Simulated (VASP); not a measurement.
A run of VASP 6.6.1:

Contents of INCAR:

```
PREC = Accurate
ENCUT = 520
EDIFF = 1E-6
ISMEAR = 0
SIGMA = 0.1
LREAL = False
LASPH = True
NELM = 100
ALGO = Fast
ISIF = 2
LWAVE = False
LCHARG = False
LDIPOL = True
IDIPOL = 3
DIPOL = 0.5 0.5 0.322
GGA = CA
IBRION = 2
NSW = 36
EDIFFG = -0.025
```

The input KPOINTS:

```
Automatic mesh
0
Gamma
  5 5 1
```

The input POSCAR:

```
Al12C
1.0
    5.6336864727      0.0000000000      0.0000000000
    0.0000000000      5.6336864727      0.0000000000
    0.0000000000      0.0000000000     19.6042970528
Al C
12 1
Selective dynamics
Direct
    0.2500000000      0.2500000000      0.2040369001  F F F
    0.2500000000      0.7500000000      0.2040369001  F F F
    0.7500000000      0.2500000000      0.2040369001  F F F
    0.7500000000      0.7500000000      0.2040369001  F F F
    0.0000000000      0.0000000000      0.3086956402  F F F
    0.0000000000      0.5000000000      0.3086956402  F F F
    0.5000000000      0.0000000000      0.3086956402  F F F
    0.5000000000      0.5000000000      0.3086956402  F F F
    0.2500000000      0.2500000000      0.4133939121  F F F
    0.2500000000      0.7500000000      0.4133939121  F F F
    0.7500000000      0.2500000000      0.4133939121  F F F
    0.7500000000      0.7500000000      0.4133939121  F F F
    0.2500000000      0.5000000000      0.4753475263  F F T
```

Potentials or basis: VASP PAW LDA potentials, release 64 (Al, C).

Launch:

```bash
$ cat potpaw_LDA.64/Al/POTCAR potpaw_LDA.64/C/POTCAR > POTCAR
$ mpirun -np 1 vasp_std > vasp.out
```

Hardware: 1 thread of Oxide Virtual Turin-like Processor (shared host).

**Question.** Estimate the wall time of this run.

**Answer.** Wall time 12 min on 1 thread of Oxide Virtual Turin-like Processor (shared host), peak memory 0.44 GiB. Counts: scf iterations 49, k points 9, ion steps 3.
